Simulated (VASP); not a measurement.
A run of VASP 6.6.1 is set up as follows.

The input POSCAR:

```
ZrS
1.0
    0.0000000000      2.5876594290      2.5876594290
    2.5876594290      0.0000000000      2.5876594290
    2.5876594290      2.5876594290      0.0000000000
Zr S
1 1
Direct
    0.0000000000      0.0000000000      0.0000000000
    0.5000000000      0.5000000000      0.5000000000
```

INCAR.step1

```
SYSTEM = ZrS
  PREC = Accurate
  ENCUT = 600
  ISMEAR = 0
  SIGMA = 0.1
  LREAL = .False.
  LASPH = .True.
  NELM = 100
  GGA = PE
  ALGO = Normal
  EDIFF = 1E-4
  LWAVE = .True.
  LCHARG = .False.
```

File INCAR.step2:

```
SYSTEM = ZrS
  PREC = Accurate
  ENCUT = 600
  EDIFF = 1E-7
  ISMEAR = 0
  SIGMA = 0.1
  LREAL = .False.
  LASPH = .True.
  NELM = 100
  ALGO = Normal
  ISIF = 3
  LWAVE = .False.
  LCHARG = .False.
  METAGGA = R2SCAN
  LMIXTAU = .True.
  IBRION = 2
  NSW = 70
  EDIFFG = -0.008
  PSTRESS = 30.0
  ISTART = 1
```

Contents of KPOINTS:

```
Automatic mesh
0
Gamma
  14 14 14
  0 0 0
```

Potentials or basis: VASP PAW PBE potentials, release 64 (Zr_sv, S).

Launch:

```console
$ cat potpaw_PBE.64/Zr_sv/POTCAR potpaw_PBE.64/S/POTCAR > POTCAR
$ cp INCAR.step1 INCAR
$ mpirun -np 1 vasp_std > vasp.out
$ cp INCAR.step2 INCAR
$ mpirun -np 1 vasp_std > vasp.out
```

(1) Estimate the relaxed volume.

(2) Predict the space group after relaxing (to 0.05 Å).

Results:

(1) 17.47 Å³/atom.

(2) Fm-3m (No. 225).

Caveat: the cell is relaxed towards a set pressure, so the enthalpy falls and the energy may rise; the PAW data sets were made with another functional, which shifts forces and pressure a little.
